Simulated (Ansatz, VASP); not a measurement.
**Two plane-wave programs on MnO**

```xyz
2
Lattice="0.0000 2.1939 2.1939 2.1939 0.0000 2.1939 2.1939 2.1939 0.0000" Properties=species:S:1:pos:R:3 pbc="T T T"
Mn    0.0000    0.0000    0.0000
O     2.1939    2.1939    2.1939
```

Alike in both runs: task single point; functional LDA; k mesh 10 × 10 × 10; occupations fermi-dirac, width 0.05 eV; collinear spin.

|  | VASP | Ansatz |
| --- | --- | --- |
| version | VASP 6.6.1 | Ansatz 0.2.0 |
| potentials or method | VASP PAW LDA potentials, release 64 (Mn_sv, O) | Ansatz PAW |
| plane-wave cutoff (eV) | 700 | 420 |
| valence electrons in the cell | 21 | 21 |

Ansatz gave:

```
gap on the k mesh at the Fermi level (eV)                     : none
pressure (GPa)                                                : -13.8
net moment per atom (μB)                                      : 2.23
size of the moment on the site where the two differ most (μB) : 3.78
```

**Question.** What did VASP give for the same quantities?

**Answer.** gap on the k mesh at the Fermi level (eV): none; pressure (GPa): -16.2; net moment per atom (μB): 2.18; size of the moment on the site where the two differ most (μB): 3.82.

LDA's correlation is that of Perdew and Zunger in VASP and of Perdew and Wang (1992) in Ansatz. Site moments also hang on the region over which each program counts them. A gap of «none» marks a metal or a gap that the smearing closes.
